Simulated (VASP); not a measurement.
A run of VASP 6.6.1 is set up as follows.

Contents of INCAR:

```
PREC     = Accurate       # precision mode
ENCUT    = 600            # plane-wave cutoff, eV
EDIFF    = 1E-7           # SCF threshold, eV
ISMEAR   = -1             # smearing method
SIGMA    = 0.05           # smearing width, eV
LREAL    = False          # projectors in reciprocal space
LASPH    = True           # aspherical terms in the spheres
NELM     = 80             # most SCF steps
ALGO     = Normal         # electronic algorithm
ISIF     = 3              # what is computed and relaxed
LWAVE    = False          # write WAVECAR
LCHARG   = False          # write CHGCAR
GGA      = PS             # functional
IBRION   = 2              # ionic algorithm
NSW      = 60             # ionic steps
EDIFFG   = -0.01          # ionic threshold
PSTRESS  = 300.0
```

Contents of KPOINTS:

```
regular mesh
0
Gamma
  8 8 7
```

The input POSCAR:

```
NbTe
1.0
    3.7029743866      0.0000000000      0.0000000000
   -1.8514871933      3.2068698884      0.0000000000
    0.0000000000      0.0000000000      3.6942110000
Te Nb
1 1
Direct
    0.6666666667      0.3333333333      0.0000000000
    0.0000000000      0.0000000000      0.5000000000
```

Potentials or basis: VASP PAW PBE potentials, release 64 (Te, Nb_sv).

Command:

```console
$ cat potpaw_PBE.64/Te/POTCAR potpaw_PBE.64/Nb_sv/POTCAR > POTCAR
$ mpirun -np 1 vasp_std > vasp.out
```

Predict the relaxed cell.

a = 3.330 Å, b = 3.330 Å, c = 3.686 Å, α = 90.00°, β = 90.00°, γ = 120.00°.

Predict the relaxed volume.

17.71 Å³/atom.

The path:
```
step  energy change (eV)  largest force (eV/Å)  pressure (GPa)  volume (Å³)
   1              0.0000                0.0000           -5.32        43.87
   2             18.8949                0.0000          528.58        19.77
   3              0.1981                0.0000           18.89        37.69
   4              0.3170                0.0000           24.29        36.81
   5              0.4625                0.0000           30.18        35.95
   6              0.4351                0.0000           29.12        36.10
   7              0.4422                0.0000           29.32        35.81
   8              0.4646                0.0000           29.63        35.65
   9              0.5249                0.0000           30.51        35.30
  10              0.5166                0.0000           30.38        35.34
  11              0.5117                0.0000           30.30        35.37
  12              0.4775                0.0000           28.90        35.56
  13              0.5040                0.0000           29.99        35.41
```

Caveat: the cell is relaxed towards a set pressure, so the enthalpy falls and the energy may rise; the volume moved by over 15 % at a fixed basis, so the end points are rough; the PAW data sets were made with another functional, which shifts forces and pressure a little.
